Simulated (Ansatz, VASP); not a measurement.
# Two plane-wave programs on MgS

```xyz
2
Lattice="0.0000 2.6016 2.6016 2.6016 0.0000 2.6016 2.6016 2.6016 0.0000" Properties=species:S:1:pos:R:3 pbc="T T T"
Mg    0.0000    0.0000    0.0000
S     2.6016    2.6016    2.6016
```

Alike in both runs: task relaxation of cell and atoms; functional LDA; k mesh 16 × 16 × 16; occupations fermi-dirac, width 0.1 eV; no spin polarisation.

|  | VASP | Ansatz |
| --- | --- | --- |
| version | VASP 6.6.1 | Ansatz 0.2.0 |
| potentials or method | VASP PAW LDA potentials, release 64 (Mg, S) | PAW with Ansatz's default frozen-core files, scalar-relativistic |
| plane-wave cutoff (eV) | 600 | 420 |
| valence electrons in the cell | 8 | 16 |

Ansatz gave:

| Item | Value |
| --- | --- |
| relaxed volume (Å³/atom) | 16.86 |
| relaxed length of the cell vector where the two differ most in proportion (Å) | 3.626 |

Question: Estimate VASP's values.

Answer: Relaxed volume (Å³/atom): 16.76; relaxed length of the cell vector where the two differ most in proportion (Å): 3.619.

LDA's correlation is that of Perdew and Zunger in VASP and of Perdew and Wang (1992) in Ansatz. VASP's potentials hold 8 valence electrons a cell and Ansatz's 16, so a difference there can come from the potentials and not from the codes.
